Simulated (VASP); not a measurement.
LiHf3As2, 6 atoms in the cell. The structure is hexagonal, space group P6/mmm (No. 191). Conventional cell: a = 5.621 Å, b = 5.621 Å, c = 4.372 Å, α = 90.00°, β = 90.00°, γ = 120.00°. Within 4.4 Å of Li (site symmetry 6/mmm) lie 6 As at 3.25 Å and 12 Hf at 3.56 Å and 2 Li at 4.37 Å. Within 3.6 Å of Hf (site symmetry mmm) lie 4 As at 2.72 Å and 4 Hf at 2.81 Å and 4 Li at 3.56 Å. As (site symmetry -6m2) has 6 Hf at 2.72 Å and 3 Li at 3.25 Å and 3 As at 3.25 Å within 3.6 Å. The cell was built from a structure type or drawn by symmetry, and may not be a known phase.

| Item | Value |
| --- | --- |
| Program | VASP 6.6.1 |
| Task | single point |
| Functional | PBE |
| Potentials or basis | VASP PAW PBE potentials, release 64 (Li_sv, Hf_pv, As) |
| Cutoff | 520 eV |
| k mesh | 6 × 6 × 4 |
| Occupations | gaussian, width 0.1 eV |
| Spin | no spin polarisation |
| Dipole correction | no |
| Further INCAR settings | ALGO = Fast; EDIFF = 1e-07; NBANDS = 30 |

Potentials or basis: VASP PAW PBE potentials, release 64 (Li_sv, Hf_pv, As).

Run with:

```sh
$ cat potpaw_PBE.64/Li_sv/POTCAR potpaw_PBE.64/Hf_pv/POTCAR potpaw_PBE.64/As/POTCAR > POTCAR
$ mpirun -np 1 vasp_std > vasp.out
```

Hardware: 1 thread of Oxide Virtual Turin-like Processor, with other jobs on the host.

Q: How long does it take, and how much memory?

A: Run time: 7.9 min on 1 thread of Oxide Virtual Turin-like Processor, with other jobs on the host, peak memory 0.25 GiB. Counts: scf iterations 47, k points 21.
